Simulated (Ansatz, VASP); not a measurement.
**One calculation of CaH5, two programs**

File INCAR:

```
SYSTEM = CaH5
PREC = Accurate
ENCUT = 600
EDIFF = 1E-6
ISMEAR = 0
SIGMA = 0.1
LREAL = .FALSE.
LASPH = .TRUE.
NELM = 60
ALGO = Normal
ISIF = 3
LWAVE = .FALSE.
LCHARG = .FALSE.
GGA = PE
IBRION = 2
NSW = 100
EDIFFG = -0.01
```

File KPOINTS:

```
regular mesh
0
G
  12 12 10
  0 0 0
```

POSCAR

```
CaH5
1.0
    4.2728051316      0.0000000000      0.0000000000
   -2.1364025658      3.7003577894      0.0000000000
    0.0000000000      0.0000000000      4.0682526022
Ca H
1 5
Direct
    0.0000000000      0.0000000000      0.5000000000
    0.6666666667      0.3333333333      0.6029590868
    0.0000000000      0.0000000000      0.0000000000
    0.6666666667      0.3333333333      0.3970409132
    0.3333333333      0.6666666667      0.3970409132
    0.3333333333      0.6666666667      0.6029590868
```

Input for Ansatz:

```yaml
crystal:
  lattice:
    - [4.2728051316, 0.0, 0.0]
    - [-2.1364025658, 3.7003577894, 0.0]
    - [0.0, 0.0, 4.0682526022]
  atoms:
    - { symbol: Ca, position: [0.0, 0.0, 0.5] }
    - { symbol: H, position: [0.6666666667, 0.3333333333, 0.6029590868] }
    - { symbol: H, position: [0.0, 0.0, 0.0] }
    - { symbol: H, position: [0.6666666667, 0.3333333333, 0.3970409132] }
    - { symbol: H, position: [0.3333333333, 0.6666666667, 0.3970409132] }
    - { symbol: H, position: [0.3333333333, 0.6666666667, 0.6029590868] }
basis:
  ecutwfc: 420
kpoints:
  mp_grid: { grid: [12, 12, 10] }
hamiltonian:
  xc: pbe
scf:
  occupations: { method: gaussian, width: 0.1 }
output:
  forces: true
  stress: true
  eigenvalues: true
relax:
  adjacent_minimum: "off"
  f_tol: 0.01
  max_steps: 80
  cell: { stress_tol: 0.05 }
```

Change from the starting cell: species swapped into the BaSn5 type (P6/mmm, No. 191).

Alike in both runs: task relaxation of cell and atoms; functional PBE; k mesh 12 × 12 × 10; occupations gaussian, width 0.1 eV; no spin polarisation.

|  | VASP | Ansatz |
| --- | --- | --- |
| version | VASP 6.6.1 | Ansatz 0.2.0 |
| potentials or method | VASP PAW PBE potentials, release 64 (Ca_sv, H), cutoff 600 eV | scalar-relativistic, plane waves, PAW |
| valence electrons in the cell | 15 | 15 |

|  | VASP | Ansatz | Ansatz less VASP |
| --- | --- | --- | --- |
| gap on the k mesh at the Fermi level, each at its own relaxed structure (eV) | none | none | - |
| relaxed volume (Å³/atom) | 11.00 | 10.96 | -0.032 |
| relaxed length of the cell vector where the two differ most in proportion (Å) | 4.346 | 4.341 | -0.0059 |

A gap of «none» marks a metal or a gap that the smearing closes.
